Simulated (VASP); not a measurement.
Input of a VASP 6.6.1 run:

The input INCAR:

```
SYSTEM = LiH
ALGO = Normal ; EDIFF = 1E-8
ENCUT = 520 ; GGA = PS
IBRION = 8 ; ISIF = 2
ISMEAR = 0 ; LASPH = .True.
LCHARG = .False. ; LREAL = .False.
LWAVE = .False. ; NBANDS = 9
NELM = 60 ; NSW = 1
PREC = Accurate ; SIGMA = 0.01
```

File KPOINTS:

```
k-points
0
Gamma
  10 10 10
  0 0 0
```

POSCAR

```
LiH
1.0
    1.9571437956      1.9571437956      0.0000000000
   -1.9571437956      1.9571437956      0.0000000000
    0.0000000000      1.9571437956      1.9571437956
Li H
1 1
Direct
    0.0000000000      0.0000000000      0.0000000000
    0.5000000000      0.5000000000      0.0000000000
```

Potentials or basis: VASP PAW PBE potentials, release 64 (Li_sv, H).

The run is started by

```bash
$ cat potpaw_PBE.64/Li_sv/POTCAR potpaw_PBE.64/H/POTCAR > POTCAR
$ mpirun -np 1 vasp_std > vasp.out
```

Question: Estimate the highest phonon frequency at Γ, LO-TO splitting left out.

Answer: 675 cm⁻¹.

Phonon frequencies in cm⁻¹ (negative: imaginary):
| q point | frequencies |
| --- | --- |
| (0.000, 0.000, 0.000) | 0 0 0 675 675 675 |

Caveat: the cell wasn't relaxed at this level first, which shifts response properties.
